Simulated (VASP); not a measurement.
The system is KBr.

```
Br K
1.0
     0.00000    3.30000    3.30000
     3.30000    0.00000    3.30000
     3.30000    3.30000    0.00000
Br K
1 1
Direct
  0.50000 0.50000 0.50000
  0.00000 0.00000 0.00000
```

| Property | Result |
| --- | --- |
| Program | VASP 6.6.1 |
| Task | relaxation of cell and atoms |
| Functional | revPBE |
| Potentials or basis | VASP PAW PBE potentials, release 64 (Br, K_sv) |
| Cutoff | 600 eV |
| k mesh | 7 × 7 × 7 |
| Occupations | fermi-dirac, width 0.05 eV |
| Spin | no spin polarisation |

At the start: pressure 1.9 GPa; volume 35.94 Å³/atom.

Q: How do energy, volume and symmetry change on relaxing?

A: Over 5 steps the energy falls by 26.6 meV/atom and the volume is 41.00 Å³/atom (+14.1 %); space group Fm-3m (No. 225, to 0.05 Å).

Step by step:
```
step  energy change (eV)  largest force (eV/Å)  pressure (GPa)  volume (Å³)
   1              0.0000                0.0000            1.91        71.87
   2             -0.0389                0.0000            0.89        76.42
   3             -0.0470                0.0000           -0.47        86.13
   4             -0.0532                0.0000           -0.05        82.42
   5             -0.0533                0.0000            0.00        82.00
```

Final structure:
```yaml
crystal:
  lattice:
    - [0.00000, 3.44824, 3.44824]
    - [3.44824, 0.00000, 3.44824]
    - [3.44824, 3.44824, 0.00000]
  atoms:
    - { symbol: Br, position: [0.50000, 0.50000, 0.50000] }
    - { symbol: K, position: [0.00000, 0.00000, 0.00000] }
```

Caveat: the PAW data sets were made with another functional, which shifts forces and pressure a little; the volume moved by +14 % from the deposited cell, more than functionals usually miss.
